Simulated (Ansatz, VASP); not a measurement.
**Two plane-wave programs on Ta2N**

The input INCAR:

```
  PREC = Accurate
  ENCUT = 520
  EDIFF = 1E-6
  ISMEAR = 0
  SIGMA = 0.15
  LREAL = False
  LASPH = True
  NELM = 80
  ALGO = Normal
  ISIF = 2
  LWAVE = False
  LCHARG = False
  GGA = PE
  NBANDS = 20
```

File KPOINTS:

```
regular mesh
0
Gamma
  18 18 10
```

Contents of POSCAR:

```
Ta2N
1.0
    3.1011400584      0.0000000000      0.0000000000
   -1.5505700292      2.6856660713      0.0000000000
    0.0000000000      0.0000000000      4.8818900414
Ta N
2 1
Direct
    0.6778252895      0.3556505789      0.7613018499
    0.3444919561      0.6889839122      0.2714917847
    0.0000000000      0.0000000000      0.0000000000
```

Input for Ansatz:

```yaml
crystal:
  lattice:
    - [3.1011400584, 0.0, 0.0]
    - [-1.5505700292, 2.6856660713, 0.0]
    - [0.0, 0.0, 4.8818900414]
  atoms:
    - { symbol: Ta, position: [0.6778252895, 0.3556505789, 0.7613018499] }
    - { symbol: Ta, position: [0.3444919561, 0.6889839122, 0.2714917847] }
    - { symbol: "N", position: [0.0, 0.0, 0.0] }
basis:
  ecutwfc: 420
kpoints:
  mp_grid: { grid: [18, 18, 10] }
hamiltonian:
  xc: pbe
scf:
  occupations: { method: gaussian, width: 0.15 }
output:
  forces: true
  stress: true
  eigenvalues: true
```

Change from the starting cell: all Ta atoms moved -0.100 Å, as atom 1 towards its neighbour atom 2 (Ta) at 2.987 Å.

Alike in both runs: task single point; functional PBE; k mesh 18 × 18 × 10; occupations gaussian, width 0.15 eV; no spin polarisation.

|  | VASP | Ansatz |
| --- | --- | --- |
| version | VASP 6.6.1 | Ansatz 0.2.0 |
| potentials or method | VASP PAW PBE potentials, release 64 (Ta_pv, N), cutoff 520 eV | scalar-relativistic, plane waves, PAW |
| valence electrons in the cell | 27 | 31 |

VASP gave:

```
gap on the k mesh at the Fermi level (eV)                     : none
pressure (GPa)                                                : 1.4
traceless stress, the component that is largest in VASP (GPa) : 1.04
rms of the force components (eV/Å)                            : 0.594
```

What did Ansatz give for the same quantities?

gap on the k mesh at the Fermi level (eV): none; pressure (GPa): 0.9; traceless stress, the component that is largest in VASP (GPa): 1.00; rms of the force components (eV/Å): 0.588.

Atom by atom the forces differ by 0.023 eV/Å (rms over components). A gap of «none» marks a metal or a gap that the smearing closes. VASP's potentials hold 27 valence electrons a cell and Ansatz's 31, so a difference there can come from the potentials and not from the codes.

Neither program's run includes spin-orbit coupling.
